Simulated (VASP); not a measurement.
The system is Au.

```
Au
1.0
     2.24167   -3.79922    0.00000
     2.24167    3.79922    0.00000
     0.00000    0.00000    4.48931
Au
4
Cartesian
  2.2417 2.6405 0.3524
  2.2417 -1.1588 1.8922
  2.2417 -2.6405 4.1369
  2.2417 1.1588 2.5971
```

| Property | Result |
| --- | --- |
| Program | VASP 6.6.1 |
| Task | relaxation of cell and atoms |
| Functional | PBEsol |
| Potentials or basis | VASP PAW PBE potentials, release 64 (Au) |
| Cutoff | 600 eV |
| k mesh | 4 × 4 × 4 |
| Occupations | gaussian, width 0.1 eV |
| Spin | no spin polarisation |

At the start: pressure 14.4 GPa; volume 19.12 Å³/atom.

How do energy, volume and symmetry change on relaxing?

Over 49 steps the energy falls by 560.2 meV/atom and the volume is 17.02 Å³/atom (-11.0 %); space group Cmce (No. 64, to 0.1 Å) before, I4/mmm (No. 139, to 0.1 Å).

Step by step:
```
step  energy change (eV)  largest force (eV/Å)  pressure (GPa)  volume (Å³)
   1              0.0000                2.0107           14.40        76.47
   3             -0.5577                0.1090           -1.62        84.94
   5             -0.5599                0.1542           -0.86        84.28
   7             -0.5849                0.0540            1.20        83.12
   9             -0.5994                0.0572           -0.31        84.31
  11             -0.6107                0.2728            0.34        83.79
  13             -0.6280                0.2772            0.22        83.92
  15             -0.7379                0.3715           -0.96        84.20
  17             -1.3741                0.5798          -13.08        79.78
  19             -1.3773                0.5647          -13.21        79.78
  21             -1.3893                0.4922          -13.77        79.72
  23             -1.4428                0.2376          -14.89        79.31
  25             -1.4414                0.2424          -14.82        79.27
  27             -1.5179                0.2495          -14.01        78.39
  29             -1.7351                0.4670           -8.71        74.49
  31             -1.7866                0.5890           -6.11        73.00
  33             -2.0644                0.5289           -1.63        69.58
  35             -2.1021                0.5092            1.16        68.21
  37             -2.1215                0.4565            1.06        68.17
  39             -2.1525                0.2868           -1.93        69.32
  41             -2.2126                0.1965            0.62        68.01
  43             -2.2295                0.2251           -0.14        68.19
  45             -2.2354                0.1650            0.08        68.07
  47             -2.2403                0.0080           -0.43        68.25
  49             -2.2409                0.0037            0.04        68.08
```

Final structure:
```xyz
4
Lattice="2.3764 -2.3755 0.0000 2.3764 2.3755 0.0000 0.0000 0.0000 6.0298" Properties=species:S:1:pos:R:3 pbc="T T T"
Au    2.3764    1.1881    0.7540
Au    2.3764   -1.1874    2.2609
Au    2.3764   -1.1881    5.2758
Au    2.3764    1.1874    3.7689
```

Caveat: the k points lie up to 0.47 Å⁻¹ apart in the final cell, too coarse for converged energies and pressures of a metal; a cell axis changed by over 15 % at a fixed basis, so the end point is rough; the PAW data sets were made with another functional, which shifts forces and pressure a little.
